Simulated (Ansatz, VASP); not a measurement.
**MnF2 in VASP and in Ansatz**

INCAR

```
SYSTEM = MnF2
ALGO = Normal
EDIFF = 1E-6
ENCUT = 520
GGA = PE
ISIF = 2
ISMEAR = 0
ISPIN = 2
LASPH = .True.
LCHARG = .True.
LELF = .True.
LMAXMIX = 4
LORBIT = 11
LREAL = .False.
LVHAR = .True.
LWAVE = .False.
MAGMOM = 4 0 0
NBANDS = 24
NELM = 150
PREC = Accurate
SIGMA = 0.1
```

Contents of KPOINTS:

```
k-points
0
Gamma
  6 6 6
  0 0 0
```

POSCAR

```
MnF2
1.0
    0.0000000000      2.6244578900      2.6244578900
    2.6244578900      0.0000000000      2.6244578900
    2.6244578900      2.6244578900      0.0000000000
Mn F
1 2
Direct
    0.0000000000      0.0000000000      0.0000000000
    0.2500000000      0.2500000000      0.2500000000
    0.7500000000      0.7500000000      0.7500000000
```

Input for Ansatz:

```yaml
crystal:
  lattice:
    - [0.0, 2.62445789, 2.62445789]
    - [2.62445789, 0.0, 2.62445789]
    - [2.62445789, 2.62445789, 0.0]
  atoms:
    - { symbol: Mn, position: [0.0, 0.0, 0.0], spin: 4.0 }
    - { symbol: F, position: [0.25, 0.25, 0.25] }
    - { symbol: F, position: [0.75, 0.75, 0.75] }
basis:
  ecutwfc: 420
kpoints:
  mp_grid: { grid: [6, 6, 6] }
hamiltonian:
  xc: pbe
scf:
  occupations: { method: gaussian, width: 0.1 }
  lower_state_search: "off"
output:
  forces: true
  stress: true
  eigenvalues: true
  populations: true
magnetization:
  spin_polarized: true
```

Change from the starting cell: species swapped into the BaF2 type (Fm-3m, No. 225).

Alike in both runs: task single point; functional PBE; k mesh 6 × 6 × 6; occupations gaussian, width 0.1 eV; collinear spin.

|  | VASP | Ansatz |
| --- | --- | --- |
| version | VASP 6.6.1 | Ansatz 0.2.0 |
| potentials or method | VASP PAW PBE potentials, release 64 (Mn_pv, F), cutoff 520 eV | scalar-relativistic, plane waves, PAW |
| valence electrons in the cell | 27 | 29 |

|  | VASP | Ansatz | Ansatz less VASP |
| --- | --- | --- | --- |
| gap on the k mesh at the Fermi level (eV) | 1.95 | 1.92 | -0.029 |
| least direct gap on the mesh (eV) | 1.95 | 1.92 | -0.029 |
| pressure (GPa) | -0.9 | -0.7 | +0.18 |
| net moment per atom (μB) | 1.67 | 1.67 | 0.000 |
| size of the moment on the site where the two differ most (μB) | 4.61 | 4.36 | -0.253 |

Site moments also hang on the region over which each program counts them. VASP's potentials hold 27 valence electrons a cell and Ansatz's 29, so a difference there can come from the potentials and not from the codes.
